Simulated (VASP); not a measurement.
Wanted: the native input for a VASP 6.6.1 run.

| Quantity | Value |
| --- | --- |
| Task | single point |
| Functional | r2SCAN |
| Potentials or basis | VASP PAW PBE potentials, release 64 (Na_pv, Cl) |
| Cutoff | 520 eV |
| k mesh | 6 × 6 × 6 |
| Occupations | gaussian, width 0.01 eV |
| Spin | no spin polarisation |
| Dipole correction | no |
| Further INCAR settings | ALGO = Normal; EDIFF = 1e-06; NBANDS = 14 |

The system is NaCl.

```
Na Cl
1.0
     0.00000    3.08727    3.08727
     3.08727    0.00000    3.08727
     3.08727    3.08727    0.00000
Na Cl
1 1
Direct
  0.00000 0.00000 0.00000
  0.25000 0.25000 0.25000
```

These files were run (other wordings do the same):

POSCAR

```
NaCl
1.0
    0.0000000000      3.0872727775      3.0872727775
    3.0872727775      0.0000000000      3.0872727775
    3.0872727775      3.0872727775      0.0000000000
Na Cl
1 1
Direct
    0.0000000000      0.0000000000      0.0000000000
    0.2500000000      0.2500000000      0.2500000000
```

INCAR.step1

```
SYSTEM = NaCl
PREC = Accurate
ENCUT = 520
ISMEAR = 0
SIGMA = 0.01
LREAL = .False.
LASPH = .True.
NELM = 100
NBANDS = 14
GGA = PE
ALGO = Normal
EDIFF = 1E-4
LWAVE = .True.
LCHARG = .False.
```

INCAR.step2

```
SYSTEM = NaCl
PREC = Accurate
ENCUT = 520
EDIFF = 1E-6
ISMEAR = 0
SIGMA = 0.01
LREAL = .False.
LASPH = .True.
NELM = 100
ALGO = Normal
ISIF = 2
LWAVE = .False.
LCHARG = .True.
METAGGA = R2SCAN
LMIXTAU = .True.
LELF = .True.
LVHAR = .True.
NBANDS = 14
ISTART = 1
```

KPOINTS

```
regular mesh
0
Gamma
  6 6 6
  0 0 0
```

Potentials or basis: VASP PAW PBE potentials, release 64 (Na_pv, Cl).

Launch:

```bash
$ cat potpaw_PBE.64/Na_pv/POTCAR potpaw_PBE.64/Cl/POTCAR > POTCAR
$ cp INCAR.step1 INCAR
$ mpirun -np 1 vasp_std > vasp.out
$ cp INCAR.step2 INCAR
$ mpirun -np 1 vasp_std > vasp.out
```

It gave:

The pressure is -0.1 GPa. The band gap on the k mesh is 5.57 eV, direct.

Caveat: the PAW data sets were made with another functional, which shifts forces and pressure a little.

Wall time 40 s on 1 thread of Intel Xeon 6975P-C, on a shared host, peak memory 0.18 GiB.
